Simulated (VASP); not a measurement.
Set up this calculation in VASP 6.6.1, as the native input.

```yaml
Task: single point
Functional: PBE
Potentials_or_basis: VASP PAW PBE potentials, release 64 (Ni_sv_GW, Bi_d, Cl)
Cutoff: 590 eV
k_mesh: 4 × 4 × 4
Occupations: gaussian, width 0.1 eV
Spin: collinear spin, ferromagnetic start
Starting_moments: "[2.0, 0.0, 0.0, 0.0, 0.0] μB"
Dipole_correction: no
Further_INCAR_settings: ALGO = Normal; EDIFF = 1e-06; NBANDS = 39
```

The structure of NiBiCl3 lies in POSCAR:

```
NiBiCl3
1.0
    5.4910198491      0.0000000000      0.0000000000
    0.0000000000      5.4910198491      0.0000000000
    0.0000000000      0.0000000000      5.4910198491
Ni Bi Cl
1 1 3
Direct
    0.5000000000      0.5000000000      0.5000000000
    0.0000000000      0.0000000000      0.0000000000
    0.5000000000      0.0000000000      0.0000000000
    0.0000000000      0.5000000000      0.0000000000
    0.0000000000      0.0000000000      0.5000000000
```

These files were run (other wordings do the same):

INCAR

```
ALGO = Normal
EDIFF = 1E-6
ENCUT = 590
GGA = PE
GGA_COMPAT = False
ISIF = 2
ISMEAR = 0
ISPIN = 2
LASPH = True
LCHARG = True
LELF = True
LMAXMIX = 4
LORBIT = 11
LREAL = False
LVHAR = True
LWAVE = False
MAGMOM = 2 0 0 0 0
NBANDS = 39
NELM = 200
PREC = Accurate
SIGMA = 0.1
```

KPOINTS

```
k-points
0
Gamma
  4 4 4
```

Potentials or basis: VASP PAW PBE potentials, release 64 (Ni_sv_GW, Bi_d, Cl).

The run is started by

```console
$ cat potpaw_PBE.64/Ni_sv_GW/POTCAR potpaw_PBE.64/Bi_d/POTCAR potpaw_PBE.64/Cl/POTCAR > POTCAR
$ mpirun -np 1 vasp_std > vasp.out
```

It gave:

```
Pressure                                              : -0.7 GPa
Net moment                                            : 1.91 μB per cell
Site moments                                          : Ni +1.17; Bi +0.05; Cl +0.01 μB
Valence electrons inside the program's atomic spheres : Ni 16.16; Bi 12.51; Cl 5.10
```

Caveat: a cell with one magnetic atom can't hold antiferromagnetic order, which such compounds often take.

It took 5.3 min on 1 thread of Intel(R) Xeon(R) Platinum 8259CL CPU @ 2.50GHz (Skylake/Cascade Lake), on a shared host, peak memory 0.49 GiB.
